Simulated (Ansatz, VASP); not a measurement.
# One calculation of Al2O3, two programs

```
CELL_PARAMETERS angstrom
2.34808 1.35566 4.27332
-2.34808 1.35566 4.27332
0.00000 -2.71133 4.27332
ATOMIC_POSITIONS crystal
Al 0.85216 0.85216 0.85216
Al 0.64784 0.64784 0.64784
Al 0.14784 0.14784 0.14784
Al 0.35216 0.35216 0.35216
O 0.05668 0.75000 0.44332
O 0.75000 0.44332 0.05668
O 0.44332 0.05668 0.75000
O 0.94332 0.25000 0.55668
O 0.25000 0.55668 0.94332
O 0.55668 0.94332 0.25000
```

Alike in both runs: task single point; functional revPBE; dispersion D4; k mesh 7 × 7 × 7; occupations fermi-dirac, width 0.05 eV; no spin polarisation.

|  | VASP | Ansatz |
| --- | --- | --- |
| version | VASP 6.6.1 | Ansatz 0.2.0 |
| potentials or method | VASP PAW PBE potentials, release 64 (Al, O) | Ansatz PAW |
| plane-wave cutoff (eV) | 520 | 420 |
| valence electrons in the cell | 48 | 48 |

VASP gave:

```
gap on the k mesh at the Fermi level (eV)                     : 6.81
least direct gap on the mesh (eV)                             : 6.81
pressure (GPa)                                                : 11.1
traceless stress, the component that is largest in VASP (GPa) : -0.99
rms of the force components (eV/Å)                            : 0.037
```

Q: What did Ansatz give for the same quantities?

A: gap on the k mesh at the Fermi level (eV): 6.81; least direct gap on the mesh (eV): 6.81; pressure (GPa): 11.6; traceless stress, the component that is largest in VASP (GPa): -1.00; rms of the force components (eV/Å): 0.036.

VASP's potentials were made for PBE, not for revPBE. Atom by atom the forces differ by 0.003 eV/Å (rms over components).

Noted on Ansatz's run: odd divisions of the mesh miss points on the zone boundary, where band edges often lie, so the gap on the mesh can be too wide.
